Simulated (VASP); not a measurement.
# TaN (P-6m2) in VASP: a series of runs

Runs on TaN. Level: PBEsol. Tasks: single point.

All numbers are computed with VASP 6.6.1; they aren't measurements. Logs are shortened: lines on timing, memory, paths and dates and some standing lists are left out, and cuts for length are marked.

**1. The cell of the first run**

It takes space group P-6m2 (No. 187, hexagonal). The conventional cell has a = 2.967 Å, b = 2.967 Å, c = 2.883 Å, α = 90.00°, β = 90.00°, γ = 120.00°. Within 3.0 Å of Ta (site symmetry -6m2) lie 6 N at 2.24 Å and 8 Ta at 2.88 to 2.97 Å. Within 3.0 Å of N (site symmetry -6m2) lie 6 Ta at 2.24 Å and 8 N at 2.88 to 2.97 Å.

**2. Single point, PBEsol**

Input file INCAR:

```
SYSTEM = TaN
PREC = Accurate
ENCUT = 520
EDIFF = 1E-6
ISMEAR = -1
SIGMA = 0.05
LREAL = .False.
LASPH = .True.
NELM = 80
ALGO = Normal
ISIF = 2
LWAVE = .False.
LCHARG = .False.
GGA = PS
NBANDS = 15
```

Input file KPOINTS:

```
regular mesh
0
Gamma
  9 9 8
  0 0 0
```

Input file POSCAR:

```
TaN
1.0
    2.9673800000      0.0000000000      0.0000000000
   -1.4836900000      2.5698264627      0.0000000000
    0.0000000000      0.0000000000      2.8830000000
Ta N
1 1
Direct
    0.0000000000      0.0000000000      0.5000000000
    0.6666666667      0.3333333333      0.0000000000
```

Potentials or basis: VASP PAW PBE potentials, release 64 (Ta_pv, N).

Command:

```sh
$ cat potpaw_PBE.64/Ta_pv/POTCAR potpaw_PBE.64/N/POTCAR > POTCAR
$ mpirun -np 1 vasp_std > vasp.out
```

OUTCAR:

```text
SYSTEM = TaN
   PREC = Accurate
   ENCUT = 520
   EDIFF = 1E-6
   ISMEAR = -1
   LREAL = .False.
   LASPH = .True.
   NELM = 80
   ISIF = 2
   GGA = PS

 ion  position               nearest neighbor table
   1  0.000  0.000  0.500-   2 2.24   2 2.24   2 2.24   2 2.24   2 2.24   2 2.24
   2  0.667  0.333  0.000-   1 2.24   1 2.24   1 2.24   1 2.24   1 2.24   1 2.24

  LATTYP: Found a hexagonal cell.
 ALAT       =     2.9673800000
 C/A-ratio  =     0.9715641408

  Lattice vectors:

 A1 = (   2.9673800000,   0.0000000000,   0.0000000000)
 A2 = (  -1.4836900000,   2.5698264627,   0.0000000000)
 A3 = (   0.0000000000,   0.0000000000,   2.8830000000)

Analysis of symmetry for initial positions (statically):
=====================================================================
 Subroutine PRICEL returns:
 Original cell was already a primitive cell.

 Routine SETGRP: Setting up the symmetry group for a
 hexagonal supercell.

 Subroutine GETGRP returns: Found 12 space group operations
 (whereof 12 operations were pure point group operations)
 out of a pool of 24 trial point group operations.

The static configuration has the point symmetry D_3h.

Analysis of symmetry for dynamics (positions and initial velocities):
=====================================================================
 Subroutine PRICEL returns:
 Original cell was already a primitive cell.

 Routine SETGRP: Setting up the symmetry group for a
 hexagonal supercell.

 Subroutine GETGRP returns: Found 12 space group operations
 (whereof 12 operations were pure point group operations)
 out of a pool of 24 trial point group operations.

The dynamic configuration has the point symmetry D_3h.

 Subroutine INISYM returns: Found 12 space group operations
 (whereof 12 operations are pure point group operations),
 and found     1 'primitive' translations

----------------------------------------------------------------------------------------

                                     Primitive cell

  volume of cell :      21.9848

  direct lattice vectors                    reciprocal lattice vectors
     2.967380000  0.000000000  0.000000000     0.336997621  0.194565667  0.000000000
    -1.483690000  2.569826463  0.000000000     0.000000000  0.389131334  0.000000000
     0.000000000  0.000000000  2.883000000     0.000000000  0.000000000  0.346860909

[... 84 lines left out ...]
   LREAL  =      F    real-space projection
   EDIFFG = 0.1E-04   stopping-criterion for IOM
   NSW    =      0    number of steps for IOM
   IBRION =     -1    ionic relax: 0-MD 1-quasi-New 2-CG
   NFREE  =      0    steps in history (QN), initial steepest desc. (CG)
   ISIF   =      2    stress and relaxation
   ISYM   =      2    0-nonsym 1-usesym 2-fastsym
   POTIM  = 0.5000    time-step for ionic-motion
   TEBEG  =    0.0;   TEEND  =   0.0 temperature during run
   PSTRESS=    0.0 pullay stress
   NELECT =      16.0000    total number of electrons
   NUPDOWN=      -1.0000    fix difference up-down
   EMIN   =  10.00;   EMAX   =-10.00  energy-range for DOS
   EFERMI =   0.00;   METHOD = LEGACY
   ISMEAR =    -1;   SIGMA  =   0.05  broadening in eV -4-tet -1-fermi 0-gaus
   EFERMI_NEDOS =   21; number of points for ismear=-14 and -15
   IALGO  =     38    algorithm
   IMIX   =      4    mixing-type and parameters
     AMIX     =   0.40;   BMIX     =  1.00
     AMIX_MAG =   1.60;   BMIX_MAG =  1.00
  volume/ion in A,a.u.               =      10.99        74.18
  Fermi-wavevector in a.u.,A,eV,Ry     =   1.472564  2.782743 29.503497  2.168446
  Thomas-Fermi vector in A             =   2.587564
   LORBIT       =      0    0 simple, 1 ext, 2 COOP (PROOUT), +10 PAW based schemes
   GGA     = PS    functional components
   LHFCALC =     F    Hartree Fock is set to
   AEXX    =    0.0000 exact exchange contribution
   IVDW    =     0    specifies the selected vdW correction
   LEPSILON=     F    determine dielectric tensor
   LRPA    =     F    only Hartree local field effects (RPA)
 non-spin polarized calculation
  energy-cutoff  :      520.00
  volume of cell :       21.98
 maximum number of plane-waves:       611
 NGX is ok and might be reduce to    24
   NGX = 11   NGY = 11   NGZ = 11

 number of electron      15.9999999 magnetization

 Free energy of the ion-electron system (eV)
  ---------------------------------------------------
  ext. energy  EPLUGINS =         0.00000000
  ---------------------------------------------------
  free energy    TOTEN  =       -23.78153170 eV

  energy without entropy =      -23.78081940  energy(sigma->0) =      -23.78117555

 E-fermi :   7.9533     XC(G=0): -13.3952

 val. band max:        7.9282238965   @ k =   0.0000   0.0000   0.3750
 cond. band min:       8.0029674493   @ k =   0.3333   0.3333   0.0000
 fundamental gap:      0.0747435528
 Fermi energy:         7.9533316479

 k-point     1 :       0.0000    0.0000    0.0000
  band No.  band energies     occupation
      1     -26.9214      2.00000
      2     -26.7033      2.00000
      3     -26.7033      2.00000
      4      -9.7088      2.00000
      5       3.3347      2.00000
      6       3.3347      2.00000
      7       3.7791      2.00000
      8       5.0653      2.00000
      9       9.8742      0.00000
     10      11.4485      0.00000
     11      11.4485      0.00000
     12      11.7756      0.00000
     13      11.7756      0.00000
     14      20.7784      0.00000
[... 401 lines left out ...]
      2     -27.2987      2.00000
      3     -26.8979      2.00000
      4      -7.1943      2.00000
      5       0.8737      2.00000
      6       1.7746      2.00000
      7       2.5644      2.00000
      8       7.4798      1.99985
      9       9.6193      0.00000
     10      10.3156      0.00000
     11      10.9883      0.00000
     12      14.8009      0.00000
     13      19.2220      0.00000
     14      21.2112      0.00000
     15      21.3174      0.00000

 [... further k-points ...]
[... 5 lines left out ...]
  --------------------------------------------------------------------------------------
  -------------------------------------------------------------------------------------
  Total       -1.6863292     -1.6863292     -0.9152363      0.0000000     -0.0000000      0.0000000
  in kB     -122.8941873   -122.8941873    -66.6994452      0.0000000     -0.0000000      0.0000000
  external PRESSURE =    -104.1626066 kB  Pullay stress =       0.0000000 kB

 VOLUME and BASIS-vectors are now :
 -----------------------------------------------------------------------------
  energy-cutoff  :      520.00
  volume of cell :       21.98
      direct lattice vectors                 reciprocal lattice vectors
     2.967380000  0.000000000  0.000000000     0.336997621  0.194565667  0.000000000
    -1.483690000  2.569826463  0.000000000     0.000000000  0.389131334  0.000000000
     0.000000000  0.000000000  2.883000000     0.000000000  0.000000000  0.346860909

 POSITION                                       TOTAL-FORCE (eV/Angst)
 -----------------------------------------------------------------------------------
      0.00000      0.00000      1.44150         0.000000     -0.000000      0.000000
      1.48369      0.85661      0.00000        -0.000000      0.000000      0.000000
 -----------------------------------------------------------------------------------
    total drift:                               -0.000000      0.000000      0.000000

  FREE ENERGIE OF THE ION-ELECTRON SYSTEM (eV)
  ---------------------------------------------------
  free  energy   TOTEN  =       -23.7815317017 eV

  energy  without entropy=      -23.7808193984  energy(sigma->0) =      -23.78117555
```

OSZICAR:

```text
N       E                     dE             d eps       ncg     rms          rms(c)
DAV:   1     0.936657723402E+02    0.93666E+02   -0.88688E+03  1800   0.112E+03
DAV:   2    -0.230522819355E+02   -0.11672E+03   -0.11030E+03  2213   0.306E+02
DAV:   3    -0.261232319275E+02   -0.30709E+01   -0.30579E+01  2038   0.478E+01
DAV:   4    -0.261362770424E+02   -0.13045E-01   -0.13041E-01  2360   0.341E+00
DAV:   5    -0.261363581208E+02   -0.81078E-04   -0.81074E-04  2059   0.250E-01    0.229E+01
DAV:   6    -0.239018776594E+02    0.22345E+01   -0.35358E+00  2367   0.224E+01    0.975E+00
DAV:   7    -0.238187070552E+02    0.83171E-01   -0.50223E-01  2045   0.579E+00    0.669E+00
DAV:   8    -0.237886422567E+02    0.30065E-01   -0.16739E-01  2206   0.339E+00    0.141E+00
DAV:   9    -0.237816797582E+02    0.69625E-02   -0.15602E-02  2052   0.102E+00    0.203E-01
DAV:  10    -0.237815930741E+02    0.86684E-04   -0.99101E-04  2269   0.367E-01    0.913E-02
DAV:  11    -0.237815313577E+02    0.61716E-04   -0.76550E-05  2101   0.947E-02    0.124E-02
DAV:  12    -0.237815317017E+02   -0.34394E-06   -0.98898E-06  1926   0.271E-02
   1 F= -.23781532E+02 E0= -.23781176E+02  d E =-.712303E-03
```

It took 8.3 s on 1 thread of Intel Xeon Platinum 8488C (Sapphire Rapids), shared host; peak memory 0.15 GiB.

What came out:

| Item | Value |
| --- | --- |
| Free energy | -23.7815 eV |
| Pressure | -10.4 GPa |
| Band gap on the k mesh | zero (band 8 reaches 8.00 eV, above the bottom of band 9 at 7.80 eV) |

Stress tensor (GPa, compression positive):
```
-12.29   0.00   0.00
  0.00 -12.29   0.00
  0.00   0.00  -6.67
```

Caveat: the PAW data sets were made with another functional, which shifts forces and pressure a little; spin-orbit coupling is left out, which moves the levels of the heavy elements.

**3. Single point, PBEsol**

This run uses another cell than the first one, of 11.21 Å³/atom, 1.020 times its volume.

Input file INCAR:

```
SYSTEM = TaN
PREC = Accurate ; ENCUT = 520
EDIFF = 1E-6 ; ISMEAR = -1
SIGMA = 0.05 ; LREAL = .False.
LASPH = .True. ; NELM = 60
ALGO = Normal ; ISIF = 2
LWAVE = .False. ; LCHARG = .True.
GGA = PS ; LELF = .True.
LVHAR = .True. ; NBANDS = 15
```

KPOINTS is that of step 2.

Input file POSCAR:

```
TaN
1.0
    2.9967600000      0.0000000000      0.0000000000
   -1.4983800000      2.5952702890      0.0000000000
    0.0000000000      0.0000000000      2.8830000000
Ta N
1 1
Direct
    0.0000000000      0.0000000000      0.5000000000
    0.6666666667      0.3333333333      0.0000000000
```

Potentials or basis: VASP PAW PBE potentials, release 64 (Ta_pv, N).

Command:

```sh
$ cat potpaw_PBE.64/Ta_pv/POTCAR potpaw_PBE.64/N/POTCAR > POTCAR
$ mpirun -np 1 vasp_std > vasp.out
```

OUTCAR:

```text
SYSTEM = TaN
   PREC = Accurate
   ENCUT = 520
   EDIFF = 1E-6
   ISMEAR = -1
   LREAL = .False.
   LASPH = .True.
   NELM = 60
   ISIF = 2
   GGA = PS

 ion  position               nearest neighbor table
   1  0.000  0.000  0.500-   2 2.25   2 2.25   2 2.25   2 2.25   2 2.25   2 2.25
   2  0.667  0.333  0.000-   1 2.25   1 2.25   1 2.25   1 2.25   1 2.25   1 2.25

  LATTYP: Found a hexagonal cell.
 ALAT       =     2.9967600000
 C/A-ratio  =     0.9620390021

  Lattice vectors:

 A1 = (   2.9967600000,   0.0000000000,   0.0000000000)
 A2 = (  -1.4983800000,   2.5952702890,   0.0000000000)
 A3 = (   0.0000000000,   0.0000000000,   2.8830000000)

Analysis of symmetry for initial positions (statically):
=====================================================================
 Subroutine PRICEL returns:
 Original cell was already a primitive cell.

 Routine SETGRP: Setting up the symmetry group for a
 hexagonal supercell.

 Subroutine GETGRP returns: Found 12 space group operations
 (whereof 12 operations were pure point group operations)
 out of a pool of 24 trial point group operations.

The static configuration has the point symmetry D_3h.

Analysis of symmetry for dynamics (positions and initial velocities):
=====================================================================
 Subroutine PRICEL returns:
 Original cell was already a primitive cell.

 Routine SETGRP: Setting up the symmetry group for a
 hexagonal supercell.

 Subroutine GETGRP returns: Found 12 space group operations
 (whereof 12 operations were pure point group operations)
 out of a pool of 24 trial point group operations.

The dynamic configuration has the point symmetry D_3h.

 Subroutine INISYM returns: Found 12 space group operations
 (whereof 12 operations are pure point group operations),
 and found     1 'primitive' translations

[... 115 lines left out ...]
  volume/ion in A,a.u.               =      11.21        75.66
  Fermi-wavevector in a.u.,A,eV,Ry     =   1.462924  2.764525 29.118462  2.140147
  Thomas-Fermi vector in A             =   2.579080
   LORBIT       =      0    0 simple, 1 ext, 2 COOP (PROOUT), +10 PAW based schemes
   GGA     = PS    functional components
   LHFCALC =     F    Hartree Fock is set to
   AEXX    =    0.0000 exact exchange contribution
   IVDW    =     0    specifies the selected vdW correction
   LEPSILON=     F    determine dielectric tensor
   LRPA    =     F    only Hartree local field effects (RPA)
 non-spin polarized calculation
  energy-cutoff  :      520.00
  volume of cell :       22.42
 maximum number of plane-waves:       617
 NGX is ok and might be reduce to    24
   NGX = 11   NGY = 11   NGZ = 11

 number of electron      15.9999998 magnetization

 Free energy of the ion-electron system (eV)
  ---------------------------------------------------
  ext. energy  EPLUGINS =         0.00000000
  ---------------------------------------------------
  free energy    TOTEN  =       -23.73812204 eV

  energy without entropy =      -23.73735324  energy(sigma->0) =      -23.73773764

 E-fermi :   7.7448     XC(G=0): -13.2867

 val. band max:        7.7245313296   @ k =   0.0000   0.0000   0.3750
 cond. band min:       7.7763255450   @ k =   0.3333   0.3333   0.0000
 fundamental gap:      0.0517942155
 Fermi energy:         7.7448275640

 k-point     1 :       0.0000    0.0000    0.0000
  band No.  band energies     occupation
      1     -27.1538      2.00000
      2     -26.9788      2.00000
      3     -26.9788      2.00000
      4      -9.7707      2.00000
      5       3.1470      2.00000
      6       3.1470      2.00000
      7       3.6899      2.00000
      8       4.9531      2.00000
      9       9.4563      0.00000
     10      11.2108      0.00000
     11      11.2108      0.00000
     12      11.4881      0.00000
     13      11.4881      0.00000
     14      20.4668      0.00000
[... 401 lines left out ...]
      2     -27.5179      2.00000
      3     -27.1452      2.00000
      4      -7.3606      2.00000
      5       0.7499      2.00000
      6       1.6547      2.00000
      7       2.5144      2.00000
      8       7.2902      1.99977
      9       9.2558      0.00000
     10      10.1174      0.00000
     11      10.7802      0.00000
     12      14.3906      0.00000
     13      18.7088      0.00000
     14      20.7743      0.00000
     15      20.9410      0.00000

 [... further k-points ...]
[... 5 lines left out ...]
  --------------------------------------------------------------------------------------
  -------------------------------------------------------------------------------------
  Total       -2.7457448     -2.7457448     -1.2711706      0.0000000      0.0000000     -0.0000000
  in kB     -196.1966303   -196.1966303    -90.8312337      0.0000000      0.0000000     -0.0000000
  external PRESSURE =    -161.0748314 kB  Pullay stress =       0.0000000 kB

 VOLUME and BASIS-vectors are now :
 -----------------------------------------------------------------------------
  energy-cutoff  :      520.00
  volume of cell :       22.42
      direct lattice vectors                 reciprocal lattice vectors
     2.996760000  0.000000000  0.000000000     0.333693723  0.192658161  0.000000000
    -1.498380000  2.595270289  0.000000000     0.000000000  0.385316321  0.000000000
     0.000000000  0.000000000  2.883000000     0.000000000  0.000000000  0.346860909

 POSITION                                       TOTAL-FORCE (eV/Angst)
 -----------------------------------------------------------------------------------
      0.00000      0.00000      1.44150        -0.000000      0.000000      0.000000
      1.49838      0.86509      0.00000         0.000000      0.000000      0.000000
 -----------------------------------------------------------------------------------
    total drift:                               -0.000000      0.000000      0.000000

  FREE ENERGIE OF THE ION-ELECTRON SYSTEM (eV)
  ---------------------------------------------------
  free  energy   TOTEN  =       -23.7381220435 eV

  energy  without entropy=      -23.7373532359  energy(sigma->0) =      -23.73773764
```

Run time: 13 s. Hardware: 1 thread of Intel Xeon Platinum 8488C (Sapphire Rapids), shared host; peak memory 0.15 GiB.

What came out:

```yaml
Free_energy: -23.7381 eV
Pressure: -16.1 GPa
Band_gap_on_the_k_mesh: zero (band 8 reaches 7.78 eV, above the bottom of band 9 at 7.62 eV)
```

Stress tensor (GPa, compression positive):
```
-19.62   0.00   0.00
  0.00 -19.62   0.00
  0.00   0.00  -9.08
```

Caveat: the PAW data sets were made with another functional, which shifts forces and pressure a little; spin-orbit coupling is left out, which moves the levels of the heavy elements.
